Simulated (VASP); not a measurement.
# BN (P6_3mc) in VASP: further runs, part 2 of 2

VASP 6.6.1. Earlier steps stand in the parts before.

## 3. Dielectric tensor, r2SCAN (strain -3.0%)

Contents of INCAR:

```
  PREC = Accurate
  ENCUT = 520
  EDIFF = 1E-8
  ISMEAR = 0
  SIGMA = 0.01
  LREAL = False
  LASPH = True
  NELM = 60
  ALGO = Normal
  ISIF = 2
  LWAVE = False
  LCHARG = False
  METAGGA = R2SCAN
  LMIXTAU = True
  LCALCEPS = True
```

Contents of KPOINTS:

```
regular mesh
0
Gamma
  9 9 6
```

Contents of POSCAR:

```
BN
1.0
    2.4676314996      0.0000000000      0.0000000000
   -1.2338157498      2.1370315658      0.0000000000
    0.0000000000      0.0000000000      4.0815808813
B N
2 2
Direct
    0.3333333333      0.6666666667      0.0005226463
    0.6666666667      0.3333333333      0.5005226463
    0.3333333333      0.6666666667      0.3744773537
    0.6666666667      0.3333333333      0.8744773537
```

Potentials or basis: VASP PAW PBE potentials, release 64 (B, N).

Command:

```console
$ cat potpaw_PBE.64/B/POTCAR potpaw_PBE.64/N/POTCAR > POTCAR
$ mpirun -np 1 vasp_std > vasp.out
```

OUTCAR:

```text
PREC = Accurate
   ENCUT = 520
   EDIFF = 1E-8
   ISMEAR = 0
   LREAL = False
   LASPH = True
   NELM = 60
   ISIF = 2
   METAGGA = R2SCAN

 ion  position               nearest neighbor table
   1  0.333  0.667  0.001-   4 1.51   4 1.51   4 1.51   3 1.53
   2  0.667  0.333  0.501-   3 1.51   3 1.51   3 1.51   4 1.53
   3  0.333  0.667  0.374-   2 1.51   2 1.51   2 1.51   1 1.53
   4  0.667  0.333  0.874-   1 1.51   1 1.51   1 1.51   2 1.53

  LATTYP: Found a hexagonal cell.
 ALAT       =     2.4676314996
[... 609 lines left out ...]
  Direction    XX          YY          ZZ          XY          YZ          ZX
  --------------------------------------------------------------------------------------
  -------------------------------------------------------------------------------------
  Total        5.8364517      5.8364517      5.9494320      0.0000000      0.0000000      0.0000000
  in kB      434.4500252    434.4500251    442.8599847      0.0000000      0.0000000      0.0000000
  external PRESSURE =     437.2533450 kB  Pullay stress =       0.0000000 kB

 VOLUME and BASIS-vectors are now :
 -----------------------------------------------------------------------------
  energy-cutoff  :      520.00
  volume of cell :       21.52
      direct lattice vectors                 reciprocal lattice vectors
     2.467631500  0.000000000  0.000000000     0.405246894  0.233969403  0.000000000
    -1.233815750  2.137031566  0.000000000     0.000000000  0.467938806  0.000000000
     0.000000000  0.000000000  4.081580881     0.000000000  0.000000000  0.245003108

 POSITION                                       TOTAL-FORCE (eV/Angst)
 -----------------------------------------------------------------------------------
     -0.00000      1.42469      0.00213        -0.000000      0.000000      0.003188
      1.23382      0.71234      2.04292         0.000000     -0.000000      0.003188
     -0.00000      1.42469      1.52846        -0.000000     -0.000000     -0.003188
      1.23382      0.71234      3.56925         0.000000     -0.000000     -0.003188
 -----------------------------------------------------------------------------------
    total drift:                                0.000000      0.000001      0.000395

  FREE ENERGIE OF THE ION-ELECTRON SYSTEM (eV)
  ---------------------------------------------------
  free  energy   TOTEN  =       -37.9914835446 eV

  energy  without entropy=      -37.9914835446  energy(sigma->0) =      -37.99148354
```

OSZICAR:

```text
N       E                     dE             d eps       ncg     rms          rms(c)
DAV:   1     0.449876802705E+02    0.44988E+02   -0.91642E+03  1152   0.135E+03
DAV:   2    -0.422323538782E+02   -0.87220E+02   -0.81450E+02  1520   0.290E+02
[... 13 lines left out ...]
DMP:   8    -0.379914834727E+02   -0.51620E-07   -0.41460E-07  1200   0.117E-06  -0.249E-07
DMP:   9    -0.379914834899E+02   -0.17247E-07   -0.32667E-07  1200   0.856E-07  -0.764E-08
DMP:  10    -0.379914835101E+02   -0.20121E-07   -0.24733E-07  1200   0.493E-07   0.242E-07
DMP:  11    -0.379914835271E+02   -0.17008E-07   -0.14843E-07  1200   0.251E-07   0.231E-07
DMP:  12    -0.379914835379E+02   -0.10885E-07   -0.84419E-08  1200   0.135E-07   0.146E-07
DMP:  13    -0.379914835446E+02   -0.66077E-08   -0.48295E-08  1200   0.735E-08   0.909E-08
   1 F= -.37991484E+02 E0= -.37991484E+02  d E =-.575217E-19
```

stdout:

```text
POSCAR found type information on POSCAR B N
 POSCAR found :  2 types and       4 ions
 scaLAPACK will be used
 -----------------------------------------------------------------------------
|                                                                             |
[... 94 lines left out ...]
dp_tot=( -0.790E-08  0.827E-08  0.422E-02 )  diag[e(oo)]=(    ---      ---    4.55094 )
 p_tot=(  0.529E-10  0.222E-09 -0.103E+01 )
dp_tot=( -0.792E-08  0.828E-08  0.421E-02 )  diag[e(oo)]=(    ---      ---    4.54227 )
 p_tot=(  0.528E-10  0.221E-09 -0.103E+01 )
dp_tot=( -0.792E-08  0.828E-08  0.420E-02 )  diag[e(oo)]=(    ---      ---    4.53010 )
 final diagonalization full
 p_tot=(  0.699E-10  0.209E-09 -0.103E+01 )
dp_tot=( -0.791E-08  0.827E-08  0.418E-02 )  diag[e(oo)]=(    ---      ---    4.51682 )
```

It took 24 min on 1 thread of AMD EPYC 7R13, shared host; peak memory 0.32 GiB.

What came out:

| Property | Result |
| --- | --- |
| Band gap on the k mesh | 5.52 eV (least direct gap 9.42 eV) |
| Electronic dielectric tensor (diagonal) | 4.39, 4.39, 4.52 |
| Born charges (mean of the diagonal) | B +1.93; N -1.93 e |

Electronic dielectric tensor:
```
4.39 0.00 0.00
0.00 4.39 0.00
0.00 0.00 4.52
```

Born effective charge tensors (e):
atom 1, B
```
1.91 0.00 0.00
0.00 1.91 0.00
0.00 0.00 1.99
```
atom 2, B
```
1.91 0.00 0.00
0.00 1.91 0.00
0.00 0.00 1.99
```
atom 3, N
```
-1.91  0.00  0.00
 0.00 -1.91  0.00
 0.00  0.00 -1.99
```
atom 4, N
```
-1.91  0.00  0.00
 0.00 -1.91  0.00
 0.00  0.00 -1.99
```

Dipole moments of the cell (e·Å, modulo the quantum): ionic 0.000, 0.000, -1.029; electronic 0.000, 0.000, -0.001

Caveat: the cell differs from its parent crystal (strain -3.0%); the PAW data sets were made with another functional, which shifts forces and pressure a little; an odd mesh through Γ misses points on the zone boundary, where band edges can lie.
